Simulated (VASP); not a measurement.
Write the native input for VASP 6.6.1 that does the following.

```yaml
Task: single point
Functional: PBE
Potentials_or_basis: VASP PAW PBE potentials, release 64 (In_d, Se)
Cutoff: 520 eV
k_mesh: 10 × 10 × 4
Occupations: methfessel-paxton, width 0.3 eV
Spin: no spin polarisation
Dipole_correction: no
Further_INCAR_settings: ALGO = Normal; EDIFF = 1e-06; NBANDS = 34
```

The structure of InSe2 lies in POSCAR:

```
InSe2
1.0
    3.8948930000      0.0000000000      0.0000000000
    0.0000000000      3.8948930000      0.0000000000
    0.0000000000      0.0000000000      9.6262310000
In Se
2 4
Direct
    0.0000000000      0.5000000000      0.7064680000
    0.5000000000      0.0000000000      0.2935320000
    0.0000000000      0.5000000000      0.3662120000
    0.5000000000      0.0000000000      0.6337880000
    0.0000000000      0.0000000000      0.0000000000
    0.5000000000      0.5000000000      0.0000000000
```

One way to write it, as run:

INCAR

```
SYSTEM = InSe2
PREC = Accurate
ENCUT = 520
EDIFF = 1E-6
ISMEAR = 1
SIGMA = 0.3
LREAL = .False.
LASPH = .True.
NELM = 100
ALGO = Normal
ISIF = 2
LWAVE = .False.
LCHARG = .True.
GGA = PE
LELF = .True.
LVHAR = .True.
NBANDS = 34
```

KPOINTS

```
regular mesh
0
Gamma
  10 10 4
  0 0 0
```

Potentials or basis: VASP PAW PBE potentials, release 64 (In_d, Se).

Command:

```sh
$ cat potpaw_PBE.64/In_d/POTCAR potpaw_PBE.64/Se/POTCAR > POTCAR
$ mpirun -np 1 vasp_std > vasp.out
```

Results of the run:

```json
{"Pressure": "-0.1 GPa", "Largest force": "0.057 eV/Å", "Band gap on the k mesh": "zero (bands 25 and 26 overlap by 2.11 eV)"}
```

Caveat: so wide a smearing shifts energies and pressures; spin-orbit coupling is left out, which moves the levels of the heavy elements.

Wall time 7.5 min on 1 thread of AMD EPYC 7R13 (shared host), peak memory 0.37 GiB.
